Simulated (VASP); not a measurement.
Set up this calculation in VASP 6.6.1, as the native input.

| Property | Result |
| --- | --- |
| Task | single point |
| Functional | PBE |
| Potentials or basis | VASP PAW PBE potentials, release 64 (Mg) |
| Cutoff | 520 eV |
| k mesh | 9 × 9 × 4 |
| Occupations | gaussian, width 0.1 eV |
| Spin | no spin polarisation |
| Dipole correction | no |
| Further INCAR settings | ALGO = Normal; EDIFF = 1e-06; NBANDS = 9 |

The structure of Mg lies in POSCAR:

```
Mg
1.0
    3.0234500193      0.0000000000      0.0000000000
   -1.5117250096      2.6183845238      0.0000000000
    0.0000000000      0.0000000000      4.9360364015
Mg
2
Direct
    0.3333333333      0.6666666667      0.2500000000
    0.6666666667      0.3333333333      0.7500000000
```

The input as run:

INCAR

```
SYSTEM = Mg
ALGO = Normal
EDIFF = 1E-6
ENCUT = 520
GGA = PE
ISIF = 2
ISMEAR = 0
LASPH = .True.
LCHARG = .False.
LREAL = .False.
LWAVE = .False.
NBANDS = 9
NELM = 60
PREC = Accurate
SIGMA = 0.1
```

KPOINTS

```
k-points
0
Gamma
  9 9 4
  0 0 0
```

Potentials or basis: VASP PAW PBE potentials, release 64 (Mg).

Command:

```console
$ cat potpaw_PBE.64/Mg/POTCAR > POTCAR
$ mpirun -np 1 vasp_std > vasp.out
```

Results of the run:

```yaml
Pressure: 8.0 GPa
Band_gap_on_the_k_mesh: zero (band 2 reaches 4.48 eV, above the bottom of band 3 at 2.25 eV)
```

Wall time 7.4 s on 1 thread of Intel(R) Xeon(R) Platinum 8488C (Sapphire Rapids), on a shared host, peak memory 0.15 GiB.
